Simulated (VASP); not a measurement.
# ZnSe: single point with LDA

ZnSe:

```
Zn Se
1.0
     0.00000    2.76508    2.76508
     2.76508    0.00000    2.76508
     2.76508    2.76508    0.00000
Zn Se
1 1
Direct
  0.00000 0.00000 0.00000
  0.75000 0.75000 0.75000
```

```json
{
  "Program": "VASP 6.6.1",
  "Task": "single point",
  "Functional": "LDA",
  "Potentials or basis": "VASP PAW LDA potentials, release 64 (Zn, Se)",
  "Cutoff": "520 eV",
  "k mesh": "8 × 8 × 8",
  "Occupations": "gaussian, width 0.01 eV",
  "Spin": "no spin polarisation",
  "Dipole correction": "no",
  "Further INCAR settings": "ALGO = Normal; EDIFF = 1e-07; NBANDS = 16"
}
```

| Item | Value |
| --- | --- |
| Pressure | 1.9 GPa |
| Band gap on the k mesh | 1.38 eV |

Levels at points of the mesh, in eV from the valence-band top:
| k point | band 7 | band 8 | band 9 | band 10 | band 11 | band 12 |
| --- | --- | --- | --- | --- | --- | --- |
| (0.00, 0.00, 0.00) | 0.00 | 0.00 | 0.00 | 1.38 | 5.67 | 5.67 |
| (0.50, 0.00, 0.00) | -5.78 | -0.99 | -0.99 | 2.50 | 6.27 | 6.27 |
| (0.50, 0.50, 0.00) | -5.16 | -2.48 | -2.48 | 2.64 | 3.31 | 11.09 |

Wall time 15 s on 1 thread of AMD EPYC 9R45 96-Core Processor (Zen 5), on a shared host, peak memory 0.13 GiB.
